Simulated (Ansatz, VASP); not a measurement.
# Two plane-wave programs on C4N

```
C N
1.0
    -2.10056    2.10056    2.10056
     2.10056   -2.10056    2.10056
     2.10056    2.10056   -2.10056
C N
4 1
Cartesian
  1.0503 1.0503 -1.0503
  1.0503 -1.0503 1.0503
  -1.0503 1.0503 1.0503
  1.0503 1.0503 1.0503
  0.0000 0.0000 0.0000
```

Change from the starting cell: species swapped into the MnGa4 type (Im-3m, No. 229).

Alike in both runs: functional PBE; k mesh 6 × 6 × 6; occupations gaussian, width 0.1 eV; no spin polarisation.

Ansatz relaxed the structure, and its values are those at the end. VASP's run is a single point on that final structure, the one shown.

```csv
,VASP,Ansatz
version,VASP 6.6.1,Ansatz 0.2.0
potentials or method,"VASP PAW PBE potentials, release 64 (C, N), cutoff 520 eV","scalar-relativistic, plane waves, PAW"
valence electrons in the cell,21,21
```

```tsv
	VASP	Ansatz	Ansatz less VASP
gap on the k mesh at the Fermi level (eV)	none	none	-
pressure (GPa)	0.0	0.0	-0.01
```

A gap of «none» marks a metal or a gap that the smearing closes.
